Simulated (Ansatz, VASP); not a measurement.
**SiO2: VASP beside Ansatz**

```
Si O
1.0
     7.02624    0.00000    0.00000
     0.00000    7.02624    0.00000
     0.00000    0.00000    7.02624
Si O
8 16
Direct
  0.28659 0.28659 0.28659
  0.21341 0.71341 0.78659
  0.78659 0.21341 0.71341
  0.71341 0.78659 0.21341
  0.02343 0.02343 0.02343
  0.47657 0.97657 0.52343
  0.52343 0.47657 0.97657
  0.97657 0.52343 0.47657
  0.15481 0.15481 0.15481
  0.34519 0.84519 0.65481
  0.65481 0.34519 0.84519
  0.84519 0.65481 0.34519
  0.63876 0.66726 0.03221
  0.86124 0.33274 0.53221
  0.13876 0.83274 0.96779
  0.36124 0.16726 0.46779
  0.03221 0.63876 0.66726
  0.53221 0.86124 0.33274
  0.96779 0.13876 0.83274
  0.46779 0.36124 0.16726
  0.66726 0.03221 0.63876
  0.33274 0.53221 0.86124
  0.83274 0.96779 0.13876
  0.16726 0.46779 0.36124
```

Alike in both runs: functional r2SCAN; k mesh 4 × 4 × 4; occupations gaussian, width 0.02 eV; no spin polarisation.

Ansatz relaxed the structure, and its values are those at the end. VASP's run is a single point on that final structure, the one shown.

```csv
,VASP,Ansatz
version,VASP 6.6.1,Ansatz 0.2.0
potentials or method,"VASP PAW PBE potentials, release 64 (Si, O), cutoff 520 eV","scalar-relativistic, plane waves, PAW"
valence electrons in the cell,128,128
```

VASP gave:

| Property | Result |
| --- | --- |
| gap on the k mesh at the Fermi level (eV) | 6.48 |
| least direct gap on the mesh (eV) | 6.49 |
| pressure (GPa) | 0.7 |
| rms of the force components (eV/Å) | 0.012 |

Question: Estimate Ansatz's values.

Answer: gap on the k mesh at the Fermi level (eV): 6.48; least direct gap on the mesh (eV): 6.49; pressure (GPa): 0.5; rms of the force components (eV/Å): 0.001.

VASP's potentials were made for PBE, not for r2SCAN. The functional is the same, so the differences come from potentials, cutoffs and numerics. Ansatz's warnings: stress scf threshold loose.
